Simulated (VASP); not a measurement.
# Co (Fm-3m) in VASP: single point with PBE

Aim: the single point of Co with PBE.

Program: VASP 6.6.1. These are calculated values, not measurements. Logs are shortened: lines on timing, memory, paths and dates and some standing lists are left out, and cuts for length are marked.

## Step 1: The cell of the first run

The structure is cubic, space group Fm-3m (No. 225). The conventional cell has a = 3.463 Å, b = 3.463 Å, c = 3.463 Å, α = 90.00°, β = 90.00°, γ = 90.00°. Within 3.2 Å of Co (site symmetry m-3m) lie 12 Co at 2.45 Å.

## Step 2: Single point, PBE

The input, INCAR:

```
SYSTEM = Co
PREC = Accurate
ENCUT = 520
EDIFF = 1E-7
ISMEAR = -1
SIGMA = 0.13605693000000002
LREAL = .False.
LASPH = .True.
NELM = 60
ALGO = Normal
ISIF = 2
LWAVE = .False.
LCHARG = .True.
GGA = PE
LELF = .True.
LVHAR = .True.
NBANDS = 10
```

The input, KPOINTS:

```
Automatic mesh
0
Gamma
  16 16 16
  0 0 0
```

The input, POSCAR:

```
Co
1.0
    0.0000000000      1.7314781268      1.7314781268
    1.7314781268      0.0000000000      1.7314781268
    1.7314781268      1.7314781268      0.0000000000
Co
1
Direct
    0.0000000000      0.0000000000      0.0000000000
```

Potentials or basis: VASP PAW PBE potentials, release 64 (Co).

Command:

```console
> cat potpaw_PBE.64/Co/POTCAR > POTCAR
> mpirun -np 1 vasp_std > vasp.out
```

OUTCAR:

```text
SYSTEM = Co
   PREC = Accurate
   ENCUT = 520
   EDIFF = 1E-7
   ISMEAR = -1
   LREAL = .False.
   LASPH = .True.
   NELM = 60
   ISIF = 2
   GGA = PE

 ion  position               nearest neighbor table
   1  0.000  0.000  0.000-

  LATTYP: Found a face centered cubic cell.
 ALAT       =     3.4629562536

  Lattice vectors:

 A1 = (   0.0000000000,   1.7314781268,   1.7314781268)
 A2 = (   1.7314781268,   0.0000000000,   1.7314781268)
 A3 = (   1.7314781268,   1.7314781268,   0.0000000000)

Analysis of symmetry for initial positions (statically):
=====================================================================
 Subroutine PRICEL returns:
 Original cell was already a primitive cell.

 Routine SETGRP: Setting up the symmetry group for a
 face centered cubic supercell.

 Subroutine GETGRP returns: Found 48 space group operations
 (whereof 48 operations were pure point group operations)
 out of a pool of 48 trial point group operations.

The static configuration has the point symmetry O_h .

Analysis of symmetry for dynamics (positions and initial velocities):
=====================================================================
 Subroutine PRICEL returns:
 Original cell was already a primitive cell.

 Routine SETGRP: Setting up the symmetry group for a
 face centered cubic supercell.

 Subroutine GETGRP returns: Found 48 space group operations
 (whereof 48 operations were pure point group operations)
 out of a pool of 48 trial point group operations.

The dynamic configuration has the point symmetry O_h .

 Subroutine INISYM returns: Found 48 space group operations
 (whereof 48 operations are pure point group operations),
 and found     1 'primitive' translations

----------------------------------------------------------------------------------------

                                     Primitive cell

  volume of cell :      10.3820

  direct lattice vectors                    reciprocal lattice vectors
     0.000000000  1.731478127  1.731478127    -0.288770613  0.288770613  0.288770613
     1.731478127  0.000000000  1.731478127     0.288770613 -0.288770613  0.288770613
     1.731478127  1.731478127  0.000000000     0.288770613  0.288770613 -0.288770613

  length of vectors
     2.448679850  2.448679850  2.448679850     0.500165373  0.500165373  0.500165373

  position of ions in fractional coordinates (direct lattice)
     0.000000000  0.000000000  0.000000000

  ion indices of the primitive-cell ions
   primitive index   ion index
                 1           1

----------------------------------------------------------------------------------------

 KPOINTS: Automatic mesh

Automatic generation of k-mesh.
 Grid dimensions read from file:
 generate k-points for:   16   16   16

 Generating k-lattice:

  Cartesian coordinates                     Fractional coordinates (reciprocal lattice)
    -0.018048163  0.018048163  0.018048163     0.062500000  0.000000000  0.000000000
     0.018048163 -0.018048163  0.018048163     0.000000000  0.062500000  0.000000000
     0.018048163  0.018048163 -0.018048163     0.000000000  0.000000000  0.062500000

  Length of vectors
     0.031260336  0.031260336  0.031260336

  Shift w.r.t. Gamma in fractional coordinates (k-lattice)
     0.000000000  0.000000000  0.000000000

 Subroutine IBZKPT returns following result:
 ===========================================

 Found    145 irreducible k-points:

 Following reciprocal coordinates:
            Coordinates               Weight
  0.000000  0.000000  0.000000      1.000000
  0.062500  0.000000  0.000000      8.000000
  0.125000  0.000000  0.000000      8.000000
  0.187500  0.000000  0.000000      8.000000
  0.250000  0.000000  0.000000      8.000000
  0.312500  0.000000  0.000000      8.000000
[... 16 lines left out ...]
 -0.125000  0.062500  0.000000     24.000000
 -0.062500  0.062500  0.000000     12.000000
 [... further k-points ...]
   k-points           NKPTS =    145   k-points in BZ     NKDIM =    145   number of bands    NBANDS=     10
   number of dos      NEDOS =    301   number of ions     NIONS =      1
   total plane-waves  NPLWV =   5832
   dimension x,y,z NGX =    18 NGY =   18 NGZ =   18
   dimension x,y,z NGXF=    36 NGYF=   36 NGZF=   36
   ions per type =               1
   NGX,Y,Z   is equivalent  to a cutoff of  12.22, 12.22, 12.22 a.u.
   NGXF,Y,Z  is equivalent  to a cutoff of  24.44, 24.44, 24.44 a.u.
 SYSTEM =  Co
   PREC   = accura    normal or accurate (medium, high low for compatibility)
   ISTART =      0    job   : 0-new  1-cont  2-samecut
   ICHARG =      2    charge: 1-file 2-atom 10-const
   ISPIN  =      1    spin polarized calculation?
   LNONCOLLINEAR =      F non collinear calculations
   LSORBIT =      F    spin-orbit coupling
   LASPH  =      T    aspherical Exc in radial PAW
   ENCUT  =  520.0 eV  38.22 Ry    6.18 a.u.   4.55  4.55  4.55*2*pi/ulx,y,z
   NELM   =     60;   NELMIN=  2; NELMDL= -5     # of ELM steps
   EDIFF  = 0.1E-06   stopping-criterion for ELM
   LREAL  =      F    real-space projection
   EDIFFG = 0.1E-05   stopping-criterion for IOM
   NSW    =      0    number of steps for IOM
   IBRION =     -1    ionic relax: 0-MD 1-quasi-New 2-CG
   NFREE  =      0    steps in history (QN), initial steepest desc. (CG)
   ISIF   =      2    stress and relaxation
   ISYM   =      2    0-nonsym 1-usesym 2-fastsym
   POTIM  = 0.5000    time-step for ionic-motion
   TEBEG  =    0.0;   TEEND  =   0.0 temperature during run
   PSTRESS=    0.0 pullay stress
   NELECT =       9.0000    total number of electrons
   NUPDOWN=      -1.0000    fix difference up-down
   EMIN   =  10.00;   EMAX   =-10.00  energy-range for DOS
   EFERMI =   0.00;   METHOD = LEGACY
   ISMEAR =    -1;   SIGMA  =   0.14  broadening in eV -4-tet -1-fermi 0-gaus
   EFERMI_NEDOS =   21; number of points for ismear=-14 and -15
   IALGO  =     38    algorithm
   IMIX   =      4    mixing-type and parameters
     AMIX     =   0.40;   BMIX     =  1.00
     AMIX_MAG =   1.60;   BMIX_MAG =  1.00
  volume/ion in A,a.u.               =      10.38        70.06
  Fermi-wavevector in a.u.,A,eV,Ry     =   1.560973  2.949811 33.152445  2.436636
  Thomas-Fermi vector in A             =   2.664106
   LORBIT       =      0    0 simple, 1 ext, 2 COOP (PROOUT), +10 PAW based schemes
   GGA     = PE    functional components
   LHFCALC =     F    Hartree Fock is set to
   AEXX    =    0.0000 exact exchange contribution
   IVDW    =     0    specifies the selected vdW correction
   LEPSILON=     F    determine dielectric tensor
   LRPA    =     F    only Hartree local field effects (RPA)
 non-spin polarized calculation
  energy-cutoff  :      520.00
  volume of cell :       10.38
 maximum number of plane-waves:       293
   NGX =  9   NGY =  9   NGZ =  9

 number of electron       8.9999991 magnetization

 Free energy of the ion-electron system (eV)
  ---------------------------------------------------
  ext. energy  EPLUGINS =         0.00000000
  ---------------------------------------------------
  free energy    TOTEN  =        -6.90990197 eV

  energy without entropy =       -6.77020202  energy(sigma->0) =       -6.84005199

 E-fermi :  10.7620     XC(G=0): -13.6834

 val. band max:       10.7594999245   @ k =   0.5000   0.3125   0.1250
 cond. band min:      10.7652473152   @ k =   0.3125   0.2500   0.0625
 fundamental gap:      0.0057473907
 Fermi energy:        10.7620026768

 k-point     1 :       0.0000    0.0000    0.0000
  band No.  band energies     occupation
      1       1.7158      2.00000
      2       8.8785      2.00000
      3       8.8785      2.00000
      4       8.8785      2.00000
      5      10.2126      1.96536
      6      10.2126      1.96536
      7      34.2331      0.00000
      8      39.1615      0.00000
      9      39.1615      0.00000
     10      39.1615      0.00000

 k-point     2 :       0.0625    0.0000    0.0000
  band No.  band energies     occupation
      1       1.8769      2.00000
      2       8.8261      2.00000
      3       8.9202      2.00000
      4       8.9202      2.00000
      5      10.1934      1.96984
      6      10.1934      1.96984
      7      33.9578      0.00000
      8      37.3415      0.00000
      9      38.9243      0.00000
     10      38.9243      0.00000

 k-point     3 :       0.1250    0.0000    0.0000
  band No.  band energies     occupation
      1       2.3494      2.00000
      2       8.6879      2.00000
      3       9.0237      1.99999
      4       9.0237      1.99999
      5      10.1579      1.97668
      6      10.1579      1.97668
      7      32.3105      0.00000
      8      35.7099      0.00000
      9      38.4379      0.00000
     10      38.4379      0.00000

 k-point     4 :       0.1875    0.0000    0.0000
  band No.  band energies     occupation
      1       3.0958      2.00000
      2       8.5204      2.00000
      3       9.1181      1.99999
      4       9.1181      1.99999
      5      10.1757      1.97347
      6      10.1757      1.97347
      7      29.4037      0.00000
      8      35.1293      0.00000
      9      37.9515      0.00000
     10      37.9515      0.00000

 k-point     5 :       0.2500    0.0000    0.0000
  band No.  band energies     occupation
      1       4.0307      2.00000
      2       8.4245      2.00000
      3       9.1188      1.99999
      4       9.1188      1.99999
      5      10.3239      1.92318
      6      10.3239      1.92318
      7      26.3445      0.00000
      8      34.5663      0.00000
      9      37.5481      0.00000
     10      37.5481      0.00000

 k-point     6 :       0.3125    0.0000    0.0000
  band No.  band energies     occupation
      1       4.9684      2.00000
      2       8.5771      2.00000
      3       9.0320      1.99999
      4       9.0320      1.99999
      5      10.5788      1.58723
      6      10.5788      1.58723
      7      23.4314      0.00000
      8      33.9228      0.00000
      9      37.2399      0.00000
     10      37.2399      0.00000

 k-point     7 :       0.3750    0.0000    0.0000
  band No.  band energies     occupation
      1       5.6224      2.00000
      2       8.9236      2.00000
      3       8.9236      2.00000
      4       9.1946      1.99998
      5      10.8459      0.70120
      6      10.8459      0.70120
      7      20.8202      0.00000
      8      33.3433      0.00000
      9      37.0203      0.00000
     10      37.0203      0.00000

 k-point     8 :       0.4375    0.0000    0.0000
  band No.  band energies     occupation
      1       5.9007      2.00000
      2       8.8422      2.00000
      3       8.8422      2.00000
      4      10.1368      1.98000
      5      11.0423      0.22613
      6      11.0423      0.22613
      7      18.7826      0.00000
      8      32.9513      0.00000
      9      36.8845      0.00000
     10      36.8845      0.00000

 k-point     9 :       0.5000    0.0000    0.0000
  band No.  band energies     occupation
      1       5.9654      2.00000
      2       8.8125      2.00000
      3       8.8125      2.00000
      4      10.6509      1.38696
      5      11.1141      0.13988
      6      11.1141      0.13988
      7      17.9294      0.00000
      8      32.8138      0.00000
      9      36.8373      0.00000
     10      36.8373      0.00000
[... 118 lines left out ...]
 k-point    19 :      -0.3750    0.0625    0.0000
  band No.  band energies     occupation
      1       5.8581      2.00000
      2       8.8238      2.00000
      3       8.9476      2.00000
      4       9.2389      1.99997
      5      10.8005      0.85962
      6      11.3804      0.02101
      7      20.1235      0.00000
      8      32.3425      0.00000
      9      35.4662      0.00000
     10      37.5084      0.00000

 k-point    20 :      -0.3125    0.0625    0.0000
  band No.  band energies     occupation
      1       5.3463      2.00000
      2       8.5951      2.00000
      3       8.9484      2.00000
      4       9.0515      1.99999
      5      10.4995      1.74629
      6      11.0029      0.29102
      7      22.6064      0.00000
      8      32.5907      0.00000
      9      35.9226      0.00000
     10      38.9193      0.00000

 k-point    21 :      -0.2500    0.0625    0.0000
  band No.  band energies     occupation
      1       4.4788      2.00000
      2       8.3552      2.00000
      3       9.0692      1.99999
      4       9.1618      1.99998
      5      10.1987      1.96865
      6      10.6735      1.31439
      7      25.4470      0.00000
      8      32.9628      0.00000
      9      36.6341      0.00000
     10      39.6757      0.00000

 k-point    22 :      -0.1875    0.0625    0.0000
  band No.  band energies     occupation
      1       3.5225      2.00000
      2       8.4085      2.00000
      3       9.1343      1.99999
      4       9.1974      1.99998
      5      10.0114      1.99199
      6      10.4182      1.85204
      7      28.4788      0.00000
      8      33.4419      0.00000
      9      37.3355      0.00000
     10      39.8407      0.00000

 k-point    23 :      -0.1250    0.0625    0.0000
  band No.  band energies     occupation
      1       2.7067      2.00000
      2       8.5708      2.00000
      3       9.1002      1.99999
      4       9.1042      1.99999
      5      10.0109      1.99202
      6      10.2803      1.94365
      7      31.4780      0.00000
      8      34.1062      0.00000
      9      37.6763      0.00000
     10      39.9656      0.00000

 k-point    24 :      -0.0625    0.0625    0.0000
  band No.  band energies     occupation
      1       2.1418      2.00000
      2       8.7321      2.00000
      3       8.9808      2.00000
      4       9.0010      2.00000
      5      10.1040      1.98426
      6      10.2304      1.96059
      7      33.4303      0.00000
      8      35.6997      0.00000
      9      37.8421      0.00000
     10      39.7401      0.00000

 [... further k-points ...]
[... 5 lines left out ...]
  --------------------------------------------------------------------------------------
  -------------------------------------------------------------------------------------
  Total       -0.0739461     -0.0739461     -0.0739461      0.0000000      0.0000000      0.0000000
  in kB      -11.4115614    -11.4115614    -11.4115614      0.0000000      0.0000000      0.0000000
  external PRESSURE =     -11.4115614 kB  Pullay stress =       0.0000000 kB

 VOLUME and BASIS-vectors are now :
 -----------------------------------------------------------------------------
  energy-cutoff  :      520.00
  volume of cell :       10.38
      direct lattice vectors                 reciprocal lattice vectors
     0.000000000  1.731478127  1.731478127    -0.288770613  0.288770613  0.288770613
     1.731478127  0.000000000  1.731478127     0.288770613 -0.288770613  0.288770613
     1.731478127  1.731478127  0.000000000     0.288770613  0.288770613 -0.288770613

 POSITION                                       TOTAL-FORCE (eV/Angst)
 -----------------------------------------------------------------------------------
      0.00000      0.00000      0.00000        -0.000000      0.000000      0.000000
 -----------------------------------------------------------------------------------
    total drift:                               -0.000000     -0.000000     -0.000000

  FREE ENERGIE OF THE ION-ELECTRON SYSTEM (eV)
  ---------------------------------------------------
  free  energy   TOTEN  =        -6.9099019693 eV

  energy  without entropy=       -6.7702020173  energy(sigma->0) =       -6.84005199
```

It took 9.3 s on 1 thread of Intel Xeon Platinum 8375C at 2.90GHz (Ice Lake), shared host; peak memory 0.13 GiB.

Results:

* Free energy: -6.9099 eV
* Pressure: -1.1 GPa

Levels at points of the mesh, in eV from the Fermi level:
| k point | band 1 | band 2 | band 3 | band 4 | band 5 | band 6 | band 7 | band 8 | band 9 |
| --- | --- | --- | --- | --- | --- | --- | --- | --- | --- |
| (0.00, 0.00, 0.00) | -9.05 | -1.88 | -1.88 | -1.88 | -0.55 | -0.55 | 23.47 | 28.40 | 28.40 |
| (0.50, 0.00, 0.00) | -4.80 | -1.95 | -1.95 | -0.11 | 0.35 | 0.35 | 7.17 | 22.05 | 26.08 |
| (0.50, 0.50, 0.00) | -4.76 | -4.10 | 0.33 | 0.58 | 0.58 | 2.82 | 10.66 | 15.65 | 15.65 |

Caveat: the run has no spin polarisation, though such a crystal can be magnetic.
